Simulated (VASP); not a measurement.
Wanted: the native input for a VASP 6.6.1 run.

| Quantity | Value |
| --- | --- |
| Task | electric field gradients |
| Functional | LDA |
| Potentials or basis | VASP PAW LDA potentials, release 64 (Nb_sv, Ru_pv) |
| Cutoff | 520 eV |
| k mesh | 9 × 9 × 9 |
| Occupations | fermi-dirac, width 0.05 eV |
| Spin | no spin polarisation |
| Dipole correction | no |
| Further INCAR settings | ALGO = Normal; EDIFF = 1e-08; NBANDS = 36 |

The structure of NbRu3 lies in POSCAR:

```
NbRu3
1.0
    3.8275611394      0.0000000000      0.0000000000
    0.0000000000      3.8275611394      0.0000000000
    0.0000000000      0.0000000000      3.8275611394
Nb Ru
1 3
Direct
    0.0000000000      0.0000000000      0.0000000000
    0.0000000000      0.5000000000      0.5000000000
    0.5000000000      0.0000000000      0.5000000000
    0.5000000000      0.5000000000      0.0000000000
```

These files were run (other wordings do the same):

INCAR

```
SYSTEM = NbRu3
PREC = Accurate
ENCUT = 520
EDIFF = 1E-8
ISMEAR = -1
SIGMA = 0.05
LREAL = .FALSE.
LASPH = .TRUE.
NELM = 80
ALGO = Normal
ISIF = 2
LWAVE = .FALSE.
LCHARG = .FALSE.
LEFG = .TRUE.
NBANDS = 36
```

KPOINTS

```
regular mesh
0
G
  9 9 9
  0 0 0
```

Potentials or basis: VASP PAW LDA potentials, release 64 (Nb_sv, Ru_pv).

Launch:

```console
$ cat potpaw_LDA.64/Nb_sv/POTCAR potpaw_LDA.64/Ru_pv/POTCAR > POTCAR
$ mpirun -np 1 vasp_std > vasp.out
```

It gave:

```json
{
 "Pressure": "0.7 GPa",
 "Band gap on the k mesh": "zero (an odd number of electrons rules out a gap without spin polarisation)",
 "Largest electric field gradient by atom": "Nb +0.0; Ru -19.9 V/Å²"
}
```

Caveat: without QUAD_EFG the Cq values of the log hold for a quadrupole moment of 1 mb, not for the nuclei.

Run time: 40 s on 1 thread of Intel(R) Xeon(R) 6975P-C (Granite Rapids), on a shared host, peak memory 0.17 GiB.
